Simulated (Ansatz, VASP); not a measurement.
## One calculation of OsC2, two programs

```
Os C
1.0
     3.27323    0.00000    0.00000
    -1.63662    2.83470    0.00000
     0.00000    0.00000    3.53509
Os C
1 2
Direct
  0.00000 0.00000 0.00000
  0.33333 0.66667 0.50000
  0.66667 0.33333 0.50000
```

Change from the starting cell: species swapped into the AgB2 type (P6/mmm, No. 191).

Alike in both runs: task relaxation of cell and atoms; functional PBE; k mesh 6 × 6 × 6; occupations gaussian, width 0.1 eV; no spin polarisation.

|  | VASP | Ansatz |
| --- | --- | --- |
| version | VASP 6.6.1 | Ansatz 0.2.0 |
| potentials or method | VASP PAW PBE potentials, release 64 (Os, C), cutoff 600 eV | scalar-relativistic, plane waves, PAW |
| valence electrons in the cell | 16 | 24 |

```tsv
	VASP	Ansatz	Ansatz less VASP
gap on the k mesh at the Fermi level, each at its own relaxed structure (eV)	none	none	-
relaxed volume (Å³/atom)	10.78	15.50	+4.720
relaxed cell length with the largest relative difference (Å)	5.877	8.496	+2.6188
```

A gap of «none» marks a metal or a gap that the smearing closes. One of these differences is far larger than is usual between the two programs; its cause wasn't traced. VASP's potentials hold 16 valence electrons a cell and Ansatz's 24, so a difference there can come from the potentials and not from the codes.

The k mesh is coarse, so the values compare programs but aren't converged. Neither program's run includes spin-orbit coupling.
